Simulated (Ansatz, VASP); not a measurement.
**Te: VASP beside Ansatz**

```
Te
1.0
     0.00000    3.59248    3.59248
     3.59248    0.00000    3.59248
     3.59248    3.59248    0.00000
Te
2
Direct
  0.87500 0.87500 0.87500
  0.12500 0.12500 0.12500
```

Alike in both runs: functional PBE; k mesh 11 × 11 × 11; occupations fermi-dirac, width 0.05 eV; no spin polarisation.

Ansatz relaxed the structure, and its values are those at the end. VASP's run is a single point on that final structure, the one shown.

|  | VASP | Ansatz |
| --- | --- | --- |
| version | VASP 6.6.1 | Ansatz 0.2.0 |
| potentials or method | VASP PAW PBE potentials, release 64 (Te), cutoff 520 eV | all-electron LAPW, scalar-relativistic |

```csv
,VASP,Ansatz,Ansatz less VASP
pressure (GPa),0.0,0.0,+0.03
```

Ansatz ran all-electron here, and VASP with PAW potentials.

Spin-orbit coupling is off throughout.
